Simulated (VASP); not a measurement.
# TiC (Fm-3m) in VASP: a series of runs, part 2 of 2

VASP 6.6.1.

**5. Single point, PBE**

INCAR

```
PREC = Accurate
ENCUT = 600
EDIFF = 1E-6
ISMEAR = 1
SIGMA = 0.1
LREAL = False
LASPH = True
NELM = 120
ALGO = Normal
ISIF = 2
LWAVE = False
LCHARG = False
GGA = PE
NBANDS = 15
GGA_COMPAT = False
```

KPOINTS

```
regular mesh
0
Gamma
  9 9 9
```

POSCAR

```
TiC
1.0
    0.0000000000      2.1593000000      2.1593000000
    2.1593000000      0.0000000000      2.1593000000
    2.1593000000      2.1593000000      0.0000000000
Ti C
1 1
Direct
    0.0000000000      0.0000000000      0.0000000000
    0.5000000000      0.5000000000      0.5000000000
```

Potentials or basis: VASP PAW PBE potentials, release 64 (Ti_sv, C).

Command:

```bash
$ cat potpaw_PBE.64/Ti_sv/POTCAR potpaw_PBE.64/C/POTCAR > POTCAR
$ mpirun -np 1 vasp_std > vasp.out
```

OUTCAR:

```text
PREC = Accurate
   ENCUT = 600
   EDIFF = 1E-6
   ISMEAR = 1
   LREAL = False
   LASPH = True
   NELM = 120
   ISIF = 2
   GGA = PE

 ion  position               nearest neighbor table
   1  0.000  0.000  0.000-   2 2.16   2 2.16   2 2.16   2 2.16   2 2.16   2 2.16
   2  0.500  0.500  0.500-   1 2.16   1 2.16   1 2.16   1 2.16   1 2.16   1 2.16

  LATTYP: Found a face centered cubic cell.
 ALAT       =     4.3186000000

  Lattice vectors:

 A1 = (   0.0000000000,   2.1593000000,   2.1593000000)
 A2 = (   2.1593000000,   0.0000000000,   2.1593000000)
 A3 = (   2.1593000000,   2.1593000000,   0.0000000000)

Analysis of symmetry for initial positions (statically):
=====================================================================
 Subroutine PRICEL returns:
 Original cell was already a primitive cell.

 Routine SETGRP: Setting up the symmetry group for a
 face centered cubic supercell.

 Subroutine GETGRP returns: Found 48 space group operations
 (whereof 48 operations were pure point group operations)
 out of a pool of 48 trial point group operations.

The static configuration has the point symmetry O_h .

Analysis of symmetry for dynamics (positions and initial velocities):
=====================================================================
 Subroutine PRICEL returns:
 Original cell was already a primitive cell.

 Routine SETGRP: Setting up the symmetry group for a
 face centered cubic supercell.

 Subroutine GETGRP returns: Found 48 space group operations
 (whereof 48 operations were pure point group operations)
 out of a pool of 48 trial point group operations.

The dynamic configuration has the point symmetry O_h .

 Subroutine INISYM returns: Found 48 space group operations
 (whereof 48 operations are pure point group operations),
 and found     1 'primitive' translations

----------------------------------------------------------------------------------------

                                     Primitive cell

  volume of cell :      20.1358

  direct lattice vectors                    reciprocal lattice vectors
     0.000000000  2.159300000  2.159300000    -0.231556523  0.231556523  0.231556523
     2.159300000  0.000000000  2.159300000     0.231556523 -0.231556523  0.231556523
     2.159300000  2.159300000  0.000000000     0.231556523  0.231556523 -0.231556523

  length of vectors
     3.053711345  3.053711345  3.053711345     0.401067663  0.401067663  0.401067663

  position of ions in fractional coordinates (direct lattice)
     0.000000000  0.000000000  0.000000000
     0.500000000  0.500000000  0.500000000

  ion indices of the primitive-cell ions
   primitive index   ion index
                 1           1
                 2           2

----------------------------------------------------------------------------------------

 KPOINTS: regular mesh

Automatic generation of k-mesh.
 Grid dimensions read from file:
 generate k-points for:    9    9    9

 Generating k-lattice:

  Cartesian coordinates                     Fractional coordinates (reciprocal lattice)
    -0.025728503  0.025728503  0.025728503     0.111111111  0.000000000  0.000000000
     0.025728503 -0.025728503  0.025728503     0.000000000  0.111111111  0.000000000
     0.025728503  0.025728503 -0.025728503     0.000000000  0.000000000  0.111111111

  Length of vectors
     0.044563074  0.044563074  0.044563074

  Shift w.r.t. Gamma in fractional coordinates (k-lattice)
     0.000000000  0.000000000  0.000000000

 Subroutine IBZKPT returns following result:
 ===========================================

 Found     35 irreducible k-points:

 Following reciprocal coordinates:
            Coordinates               Weight
  0.000000  0.000000  0.000000      1.000000
  0.111111  0.000000  0.000000      8.000000
  0.222222  0.000000  0.000000      8.000000
  0.333333  0.000000  0.000000      8.000000
  0.444444  0.000000  0.000000      8.000000
  0.111111  0.111111  0.000000      6.000000
[... 16 lines left out ...]
 -0.333333  0.333333  0.000000     12.000000
  0.444444  0.444444  0.000000      6.000000
 [... further k-points ...]
   k-points           NKPTS =     35   k-points in BZ     NKDIM =     35   number of bands    NBANDS=     15
   number of dos      NEDOS =    301   number of ions     NIONS =      2
   total plane-waves  NPLWV =  13824
   dimension x,y,z NGX =    24 NGY =   24 NGZ =   24
   dimension x,y,z NGXF=    48 NGYF=   48 NGZF=   48
   ions per type =               1   1
   NGX,Y,Z   is equivalent  to a cutoff of  13.07, 13.07, 13.07 a.u.
   NGXF,Y,Z  is equivalent  to a cutoff of  26.13, 26.13, 26.13 a.u.
 SYSTEM =  unknown system
   PREC   = accura    normal or accurate (medium, high low for compatibility)
   ISTART =      0    job   : 0-new  1-cont  2-samecut
   ICHARG =      2    charge: 1-file 2-atom 10-const
   ISPIN  =      1    spin polarized calculation?
   LNONCOLLINEAR =      F non collinear calculations
   LSORBIT =      F    spin-orbit coupling
   LASPH  =      T    aspherical Exc in radial PAW
   ENCUT  =  600.0 eV  44.10 Ry    6.64 a.u.   6.10  6.10  6.10*2*pi/ulx,y,z
   NELM   =    120;   NELMIN=  2; NELMDL= -5     # of ELM steps
   EDIFF  = 0.1E-05   stopping-criterion for ELM
   LREAL  =      F    real-space projection
   EDIFFG = 0.1E-04   stopping-criterion for IOM
   NSW    =      0    number of steps for IOM
   IBRION =     -1    ionic relax: 0-MD 1-quasi-New 2-CG
   NFREE  =      0    steps in history (QN), initial steepest desc. (CG)
   ISIF   =      2    stress and relaxation
   ISYM   =      2    0-nonsym 1-usesym 2-fastsym
   POTIM  = 0.5000    time-step for ionic-motion
   TEBEG  =    0.0;   TEEND  =   0.0 temperature during run
   PSTRESS=    0.0 pullay stress
   NELECT =      16.0000    total number of electrons
   NUPDOWN=      -1.0000    fix difference up-down
   EMIN   =  10.00;   EMAX   =-10.00  energy-range for DOS
   EFERMI =   0.00;   METHOD = LEGACY
   ISMEAR =     1;   SIGMA  =   0.10  broadening in eV -4-tet -1-fermi 0-gaus
   EFERMI_NEDOS =   21; number of points for ismear=-14 and -15
   IALGO  =     38    algorithm
   IMIX   =      4    mixing-type and parameters
     AMIX     =   0.40;   BMIX     =  1.00
     AMIX_MAG =   1.60;   BMIX_MAG =  1.00
  volume/ion in A,a.u.               =      10.07        67.94
  Fermi-wavevector in a.u.,A,eV,Ry     =   1.516323  2.865436 31.283015  2.299237
  Thomas-Fermi vector in A             =   2.625728
   LORBIT       =      0    0 simple, 1 ext, 2 COOP (PROOUT), +10 PAW based schemes
   GGA     = PE    functional components
   LHFCALC =     F    Hartree Fock is set to
   AEXX    =    0.0000 exact exchange contribution
   IVDW    =     0    specifies the selected vdW correction
   LEPSILON=     F    determine dielectric tensor
   LRPA    =     F    only Hartree local field effects (RPA)
 non-spin polarized calculation
 Methfessel and Paxton  Order N= 1 SIGMA  =   0.10
  energy-cutoff  :      600.00
  volume of cell :       20.14
 maximum number of plane-waves:       684
   NGX = 13   NGY = 13   NGZ = 13

 number of electron      16.0000002 magnetization

 Free energy of the ion-electron system (eV)
  ---------------------------------------------------
  ext. energy  EPLUGINS =         0.00000000
  ---------------------------------------------------
  free energy    TOTEN  =       -18.70623664 eV

  energy without entropy =      -18.70620406  energy(sigma->0) =      -18.70622578

 E-fermi :   9.4806     XC(G=0): -12.7436

 val. band max:        9.4368014592   @ k =   0.4444   0.4444   0.0000
 cond. band min:       9.5946139052   @ k =   0.1111   0.1111   0.0000
 fundamental gap:      0.1578124460
 Fermi energy:         9.4806452199

 k-point     1 :       0.0000    0.0000    0.0000
  band No.  band energies     occupation
      1     -47.0488      2.00000
      2     -23.0686      2.00000
      3     -23.0686      2.00000
      4     -23.0686      2.00000
      5      -2.9186      2.00000
      6      10.2125     -0.00000
      7      10.2125     -0.00000
      8      10.2125     -0.00000
      9      11.2096     -0.00000
     10      11.2096     -0.00000
     11      11.2096     -0.00000
     12      11.2470     -0.00000
     13      11.2470     -0.00000
     14      20.1335      0.00000
     15      23.5849      0.00000
[... 397 lines left out ...]
 k-point    24 :       0.4444    0.4444    0.0000
  band No.  band energies     occupation
      1     -46.9511      2.00000
      2     -23.5052      2.00000
      3     -23.2366      2.00000
      4     -23.2366      2.00000
      5      -0.6387      2.00000
      6       5.9613      2.00000
      7       7.9314      2.00000
      8       9.4368      1.66888
      9       9.4368      1.66887
     10      12.2209      0.00000
     11      13.1461      0.00000
     12      13.1461      0.00000
     13      15.5489      0.00000
     14      21.4912      0.00000
     15      24.4568      0.00000

 [... further k-points ...]
[... 5 lines left out ...]
  --------------------------------------------------------------------------------------
  -------------------------------------------------------------------------------------
  Total        0.3338699      0.3338699      0.3338699      0.0000000      0.0000000     -0.0000000
  in kB       26.5655515     26.5655515     26.5655515      0.0000000      0.0000000     -0.0000000
  external PRESSURE =      26.5655515 kB  Pullay stress =       0.0000000 kB

 VOLUME and BASIS-vectors are now :
 -----------------------------------------------------------------------------
  energy-cutoff  :      600.00
  volume of cell :       20.14
      direct lattice vectors                 reciprocal lattice vectors
     0.000000000  2.159300000  2.159300000    -0.231556523  0.231556523  0.231556523
     2.159300000  0.000000000  2.159300000     0.231556523 -0.231556523  0.231556523
     2.159300000  2.159300000  0.000000000     0.231556523  0.231556523 -0.231556523

 POSITION                                       TOTAL-FORCE (eV/Angst)
 -----------------------------------------------------------------------------------
      0.00000      0.00000      0.00000         0.000000      0.000000     -0.000000
      2.15930      2.15930      2.15930         0.000000      0.000000      0.000000
 -----------------------------------------------------------------------------------
    total drift:                                0.000000     -0.000000     -0.000000

  FREE ENERGIE OF THE ION-ELECTRON SYSTEM (eV)
  ---------------------------------------------------
  free  energy   TOTEN  =       -18.7062366371 eV

  energy  without entropy=      -18.7062040628  energy(sigma->0) =      -18.70622578
```

OSZICAR:

```text
N       E                     dE             d eps       ncg     rms          rms(c)
DAV:   1     0.125364299339E+03    0.12536E+03   -0.86015E+03  1050   0.142E+03
DAV:   2    -0.162884958575E+02   -0.14165E+03   -0.13336E+03  1106   0.357E+02
DAV:   3    -0.240313230050E+02   -0.77428E+01   -0.76026E+01  1407   0.792E+01
DAV:   4    -0.242912767130E+02   -0.25995E+00   -0.25976E+00  1284   0.131E+01
DAV:   5    -0.242961148965E+02   -0.48382E-02   -0.48380E-02  1381   0.169E+00    0.184E+01
DAV:   6    -0.193101390525E+02    0.49860E+01   -0.11714E+01  1467   0.564E+01    0.687E+00
DAV:   7    -0.187410016546E+02    0.56914E+00   -0.21389E+00  1184   0.208E+01    0.498E+00
DAV:   8    -0.187169657910E+02    0.24036E-01   -0.10597E-01  1162   0.349E+00    0.343E+00
DAV:   9    -0.187105483440E+02    0.64174E-02   -0.96236E-02  1414   0.438E+00    0.789E-01
DAV:  10    -0.187082365584E+02    0.23118E-02   -0.13048E-02  1361   0.154E+00    0.635E-01
DAV:  11    -0.187063792178E+02    0.18573E-02   -0.28045E-03  1239   0.713E-01    0.186E-01
DAV:  12    -0.187062543262E+02    0.12489E-03   -0.32293E-04  1382   0.232E-01    0.487E-02
DAV:  13    -0.187062360990E+02    0.18227E-04   -0.53404E-05  1225   0.660E-02    0.547E-03
DAV:  14    -0.187062366371E+02   -0.53807E-06   -0.15867E-06  1042   0.112E-02
   1 F= -.18706237E+02 E0= -.18706226E+02  d E =-.325743E-04
```

Run time: 9.2 s. Hardware: 1 thread of Intel Xeon Platinum 8259CL at 2.50GHz (Skylake/Cascade Lake), shared host; peak memory 0.14 GiB.

What came out:

* Free energy: -18.7062 eV
* Pressure: 2.7 GPa
* Band gap on the k mesh: zero (bands 8 and 9 overlap by 1.07 eV)

**6. The runs side by side**

```tsv
k mesh	gap on the mesh (eV)	pressure (GPa)
3 × 3 × 3	none	3.5
5 × 5 × 5	none	2.5
7 × 7 × 7	none	2.7
9 × 9 × 9	none	2.7
```

Alike in all rows: task single point; level PBE; potentials or basis VASP PAW PBE potentials, release 64 (Ti_sv, C); no spin polarisation; cell as given; cutoff (eV) 600; smearing methfessel-paxton 0.1 eV.

Caveats: some runs use coarse meshes.

Absolute energies hang on the potentials; compare differences alone.

The gap in the log of VASP goes by the Fermi energy; the results here count the filled bands.